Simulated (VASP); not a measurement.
# Ti (P6_3/mmc) in VASP: a series of runs, part 2 of 2

VASP 6.6.1. The steps go on from the part before.

### Step 4. Single point, PBEsol (strain -0.0150 x Voigt [1, 1, 0, 0, 0, 0])

File INCAR:

```
SYSTEM = Ti
PREC = Accurate ; ENCUT = 520
EDIFF = 1E-6 ; ISMEAR = 0
SIGMA = 0.15 ; LREAL = .FALSE.
LASPH = .TRUE. ; NELM = 80
ALGO = Fast ; ISIF = 2
LWAVE = .FALSE. ; LCHARG = .FALSE.
GGA = PS ; NBANDS = 19
```

File KPOINTS:

```
regular mesh
0
G
  18 18 10
  0 0 0
```

File POSCAR:

```
Ti
1.0
    2.9057478925      0.0000000000      0.0000000000
   -1.4528739462      2.5164514919      0.0000000000
    0.0000000000      0.0000000000      4.6860000000
Ti
2
Direct
    0.3333333333      0.6666666667      0.2500000000
    0.6666666667      0.3333333333      0.7500000000
```

Potentials or basis: VASP PAW PBE potentials, release 64 (Ti_sv).

On the command line:

```bash
$ cat potpaw_PBE.64/Ti_sv/POTCAR > POTCAR
$ mpirun -np 1 vasp_std > vasp.out
```

OUTCAR:

```text
SYSTEM = Ti
   PREC = Accurate
   ENCUT = 520
   EDIFF = 1E-6
   ISMEAR = 0
   LREAL = .FALSE.
   LASPH = .TRUE.
   NELM = 80
   ISIF = 2
   GGA = PS

 ion  position               nearest neighbor table
   1  0.333  0.667  0.250-   2 2.88   2 2.88   2 2.88   2 2.88   2 2.88   2 2.88
   2  0.667  0.333  0.750-   1 2.88   1 2.88   1 2.88   1 2.88   1 2.88   1 2.88

  LATTYP: Found a hexagonal cell.
 ALAT       =     2.9057478925
 C/A-ratio  =     1.6126657141

  Lattice vectors:

 A1 = (   2.9057478925,   0.0000000000,   0.0000000000)
 A2 = (  -1.4528739462,   2.5164514919,   0.0000000000)
 A3 = (   0.0000000000,   0.0000000000,   4.6860000000)

Analysis of symmetry for initial positions (statically):
=====================================================================
 Subroutine PRICEL returns:
 Original cell was already a primitive cell.

 Routine SETGRP: Setting up the symmetry group for a
 hexagonal supercell.

 Subroutine GETGRP returns: Found 24 space group operations
 (whereof 12 operations were pure point group operations)
 out of a pool of 24 trial point group operations.

The static configuration has the point symmetry D_3d.
 The point group associated with its full space group is D_6h.

Analysis of symmetry for dynamics (positions and initial velocities):
=====================================================================
 Subroutine PRICEL returns:
 Original cell was already a primitive cell.

 Routine SETGRP: Setting up the symmetry group for a
 hexagonal supercell.

 Subroutine GETGRP returns: Found 24 space group operations
 (whereof 12 operations were pure point group operations)
 out of a pool of 24 trial point group operations.

The dynamic configuration has the point symmetry D_3d.
 The point group associated with its full space group is D_6h.

 Subroutine INISYM returns: Found 24 space group operations
 (whereof 12 operations are pure point group operations),
 and found     1 'primitive' translations

----------------------------------------------------------------------------------------

                                     Primitive cell

  volume of cell :      34.2648

  direct lattice vectors                    reciprocal lattice vectors
     2.905747892  0.000000000  0.000000000     0.344145479  0.198692485  0.000000000
    -1.452873946  2.516451492  0.000000000     0.000000000  0.397384970  0.000000000
     0.000000000  0.000000000  4.686000000     0.000000000  0.000000000  0.213401622

  length of vectors
     2.905747892  2.905747892  4.686000000     0.397384970  0.397384970  0.213401622

  position of ions in fractional coordinates (direct lattice)
     0.333333333  0.666666667  0.250000000
     0.666666667  0.333333333  0.750000000

  ion indices of the primitive-cell ions
   primitive index   ion index
                 1           1
                 2           2

----------------------------------------------------------------------------------------

 KPOINTS: regular mesh

Automatic generation of k-mesh.
 Grid dimensions read from file:
 generate k-points for:   18   18   10

 Generating k-lattice:

  Cartesian coordinates                     Fractional coordinates (reciprocal lattice)
     0.019119193  0.011038471  0.000000000     0.055555556  0.000000000  0.000000000
     0.000000000  0.022076943  0.000000000     0.000000000  0.055555556  0.000000000
     0.000000000  0.000000000  0.021340162     0.000000000  0.000000000  0.100000000

  Length of vectors
     0.022076943  0.022076943  0.021340162

  Shift w.r.t. Gamma in fractional coordinates (k-lattice)
     0.000000000  0.000000000  0.000000000

 Subroutine IBZKPT returns following result:
 ===========================================

 Found    222 irreducible k-points:

 Following reciprocal coordinates:
            Coordinates               Weight
  0.000000  0.000000  0.000000      1.000000
  0.055556 -0.000000  0.000000      6.000000
  0.111111 -0.000000  0.000000      6.000000
  0.166667 -0.000000  0.000000      6.000000
  0.222222 -0.000000  0.000000      6.000000
  0.277778 -0.000000  0.000000      6.000000
[... 16 lines left out ...]
  0.333333  0.111111  0.000000     12.000000
  0.388889  0.111111  0.000000     12.000000
 [... further k-points ...]
   k-points           NKPTS =    222   k-points in BZ     NKDIM =    222   number of bands    NBANDS=     19
   number of dos      NEDOS =    301   number of ions     NIONS =      2
   total plane-waves  NPLWV =  20736
   dimension x,y,z NGX =    24 NGY =   24 NGZ =   36
   dimension x,y,z NGXF=    48 NGYF=   48 NGZF=   72
   ions per type =               2
   NGX,Y,Z   is equivalent  to a cutoff of  13.73, 13.73, 12.77 a.u.
   NGXF,Y,Z  is equivalent  to a cutoff of  27.46, 27.46, 25.54 a.u.
 SYSTEM =  Ti
   PREC   = accura    normal or accurate (medium, high low for compatibility)
   ISTART =      0    job   : 0-new  1-cont  2-samecut
   ICHARG =      2    charge: 1-file 2-atom 10-const
   ISPIN  =      1    spin polarized calculation?
   LNONCOLLINEAR =      F non collinear calculations
   LSORBIT =      F    spin-orbit coupling
   LASPH  =      T    aspherical Exc in radial PAW
   ENCUT  =  520.0 eV  38.22 Ry    6.18 a.u.   5.40  5.40  8.71*2*pi/ulx,y,z
   NELM   =     80;   NELMIN=  2; NELMDL= -5     # of ELM steps
   EDIFF  = 0.1E-05   stopping-criterion for ELM
   LREAL  =      F    real-space projection
   EDIFFG = 0.1E-04   stopping-criterion for IOM
   NSW    =      0    number of steps for IOM
   IBRION =     -1    ionic relax: 0-MD 1-quasi-New 2-CG
   NFREE  =      0    steps in history (QN), initial steepest desc. (CG)
   ISIF   =      2    stress and relaxation
   ISYM   =      2    0-nonsym 1-usesym 2-fastsym
   POTIM  = 0.5000    time-step for ionic-motion
   TEBEG  =    0.0;   TEEND  =   0.0 temperature during run
   PSTRESS=    0.0 pullay stress
   NELECT =      24.0000    total number of electrons
   NUPDOWN=      -1.0000    fix difference up-down
   EMIN   =  10.00;   EMAX   =-10.00  energy-range for DOS
   EFERMI =   0.00;   METHOD = LEGACY
   ISMEAR =     0;   SIGMA  =   0.15  broadening in eV -4-tet -1-fermi 0-gaus
   EFERMI_NEDOS =   21; number of points for ismear=-14 and -15
   IALGO  =     68    algorithm
   IMIX   =      4    mixing-type and parameters
     AMIX     =   0.40;   BMIX     =  1.00
     AMIX_MAG =   1.60;   BMIX_MAG =  1.00
  volume/ion in A,a.u.               =      17.13       115.62
  Fermi-wavevector in a.u.,A,eV,Ry     =   1.453881  2.747437 28.759603  2.113771
  Thomas-Fermi vector in A             =   2.571097
   LORBIT       =      0    0 simple, 1 ext, 2 COOP (PROOUT), +10 PAW based schemes
   GGA     = PS    functional components
   LHFCALC =     F    Hartree Fock is set to
   AEXX    =    0.0000 exact exchange contribution
   IVDW    =     0    specifies the selected vdW correction
   LEPSILON=     F    determine dielectric tensor
   LRPA    =     F    only Hartree local field effects (RPA)
 non-spin polarized calculation
 RMM-DIIS sequential band-by-band and
 Gauss-broadening in eV      SIGMA  =   0.15
  energy-cutoff  :      520.00
  volume of cell :       34.26
 maximum number of plane-waves:       966
 NGX is ok and might be reduce to    24
   NGX = 11   NGY = 11   NGZ = 17

 number of electron      23.9999994 magnetization

 Free energy of the ion-electron system (eV)
  ---------------------------------------------------
  ext. energy  EPLUGINS =         0.00000000
  ---------------------------------------------------
  free energy    TOTEN  =       -16.67896831 eV

  energy without entropy =      -16.65535995  energy(sigma->0) =      -16.66716413

 E-fermi :   8.3461     XC(G=0): -11.7010

 val. band max:        8.3455227703   @ k =   0.1667  -0.0000   0.0000
 cond. band min:       8.3569239793   @ k =   0.2778   0.2778   0.4000
 fundamental gap:      0.0114012089
 Fermi energy:         8.3461253290

 k-point     1 :       0.0000    0.0000    0.0000
  band No.  band energies     occupation
      1     -48.2456      2.00000
      2     -48.1075      2.00000
      3     -24.9390      2.00000
      4     -24.2608      2.00000
      5     -24.2608      2.00000
      6     -24.2146      2.00000
[... 11 lines left out ...]
     18      10.0868      0.00000
     19      11.5733      0.00000

 k-point     2 :       0.0556   -0.0000    0.0000
  band No.  band energies     occupation
      1     -48.2422      2.00000
      2     -48.1060      2.00000
      3     -24.9318      2.00000
      4     -24.2765      2.00000
      5     -24.2659      2.00000
      6     -24.2173      2.00000
[... 476 lines left out ...]
 k-point    24 :       0.3889    0.1111    0.0000
  band No.  band energies     occupation
      1     -48.1165      2.00000
      2     -48.0713      2.00000
      3     -24.7572      2.00000
      4     -24.6402      2.00000
      5     -24.6189      2.00000
      6     -24.4433      2.00000
[... 11 lines left out ...]
     18      11.8546      0.00000
     19      12.7178      0.00000

 [... further k-points ...]
[... 5 lines left out ...]
  --------------------------------------------------------------------------------------
  -------------------------------------------------------------------------------------
  Total       -0.5480896     -0.5480896     -1.0090215     -0.0000000     -0.0000000      0.0000000
  in kB      -25.6279198    -25.6279198    -47.1804668     -0.0000000     -0.0000000      0.0000000
  external PRESSURE =     -32.8121021 kB  Pullay stress =       0.0000000 kB

 VOLUME and BASIS-vectors are now :
 -----------------------------------------------------------------------------
  energy-cutoff  :      520.00
  volume of cell :       34.26
      direct lattice vectors                 reciprocal lattice vectors
     2.905747892  0.000000000  0.000000000     0.344145479  0.198692485  0.000000000
    -1.452873946  2.516451492  0.000000000     0.000000000  0.397384970  0.000000000
     0.000000000  0.000000000  4.686000000     0.000000000  0.000000000  0.213401622

 POSITION                                       TOTAL-FORCE (eV/Angst)
 -----------------------------------------------------------------------------------
     -0.00000      1.67763      1.17150         0.000000      0.000000      0.000000
      1.45287      0.83882      3.51450        -0.000000      0.000000      0.000000
 -----------------------------------------------------------------------------------
    total drift:                               -0.000000      0.000000     -0.000000

  FREE ENERGIE OF THE ION-ELECTRON SYSTEM (eV)
  ---------------------------------------------------
  free  energy   TOTEN  =       -16.6789683145 eV

  energy  without entropy=      -16.6553599542  energy(sigma->0) =      -16.66716413
```

OSZICAR:

```text
N       E                     dE             d eps       ncg     rms          rms(c)
DAV:   1     0.261180725247E+03    0.26118E+03   -0.13027E+04  8444   0.158E+03
DAV:   2     0.111243066600E+02   -0.25006E+03   -0.24625E+03  8649   0.441E+02
DAV:   3    -0.176849475289E+02   -0.28809E+02   -0.28451E+02 15675   0.123E+02
[... 28 lines left out ...]
RMM:  32    -0.166789641024E+02   -0.18553E-05   -0.22807E-05  8811   0.186E-02    0.356E-02
RMM:  33    -0.166789658258E+02   -0.17234E-05   -0.21108E-05  8972   0.171E-02    0.359E-02
RMM:  34    -0.166789667650E+02   -0.93919E-06   -0.14407E-05  9217   0.169E-02    0.340E-02
RMM:  35    -0.166789675645E+02   -0.79955E-06   -0.13861E-05 10116   0.174E-02    0.301E-02
RMM:  36    -0.166789683145E+02   -0.75000E-06   -0.97602E-06  8781   0.147E-02
   1 F= -.16678968E+02 E0= -.16667164E+02  d E =-.236084E-01
```

stdout:

```text
POSCAR found type information on POSCAR Ti
 POSCAR found :  1 types and       2 ions
 scaLAPACK will be used
 -----------------------------------------------------------------------------
|                                                                             |
|                                                                             |
|     You enforced a specific xc type in the INCAR file but a different       |
|     I HOPE YOU KNOW WHAT YOU ARE DOING!                                     |
|                                                                             |
 -----------------------------------------------------------------------------

 LDA part: xc-table for (Slater+PW92), standard interpolation
 POSCAR, INCAR and KPOINTS ok, starting setup
 FFT: planning ... GRIDC
 FFT: planning ... GRID_SOFT
 FFT: planning ... GRID
 WAVECAR not read
 entering main loop
WARNING in EDDRMM: call to ZHEGV failed, returncode =   8  4     16
WARNING in EDDRMM: call to ZHEGV failed, returncode =   6  3      5
WARNING in EDDRMM: call to ZHEGV failed, returncode =   6  3     15
WARNING in EDDRMM: call to ZHEGV failed, returncode =   8  4      9
WARNING in EDDRMM: call to ZHEGV failed, returncode =   8  4      8
WARNING in EDDRMM: call to ZHEGV failed, returncode =   6  3     10
WARNING in EDDRMM: call to ZHEGV failed, returncode =   6  3      4
WARNING in EDDRMM: call to ZHEGV failed, returncode =   6  3      4
WARNING in EDDRMM: call to ZHEGV failed, returncode =   6  3     10
WARNING in EDDRMM: call to ZHEGV failed, returncode =   8  4     10
```

Wall time 7.1 min (1 thread of Intel Xeon 8259CL, shared host); peak memory 0.25 GiB.

Results:

```yaml
Free_energy: -16.6790 eV
Pressure: -3.3 GPa
Band_gap_on_the_k_mesh: zero (bands 12 and 13 overlap by 1.12 eV)
```

Caveat: the cell differs from its parent crystal (strain -0.0150 x Voigt [1, 1, 0, 0, 0, 0]); the cell stands under tension; the PAW data sets were made with another functional, which shifts forces and pressure a little.

### Step 5. Overview

| cell | gap on the mesh (eV) | pressure (GPa) |
| --- | --- | --- |
| a = 2.817, b = 2.817, c = 4.686 Å, angles 90.0, 90.0, 120.0°, 2 atoms | none | 4.4 |
| a = 2.861, b = 2.861, c = 4.686 Å, angles 90.0, 90.0, 120.0°, 2 atoms | none | 0.4 |
| a = 2.906, b = 2.906, c = 4.686 Å, angles 90.0, 90.0, 120.0°, 2 atoms | none | -3.3 |

Alike in all rows: task single point; level PBEsol; potentials or basis VASP PAW PBE potentials, release 64 (Ti_sv); no spin polarisation; k mesh 18 × 18 × 10; cutoff (eV) 520; smearing gaussian 0.15 eV.

Caveats: the PAW data sets were made with another functional, which shifts forces and pressure a little; the stress differs along the axes, from 1 to 6 GPa (at least some runs); the cell stands under tension (at least some runs).

Absolute energies hang on the potentials; compare differences alone.
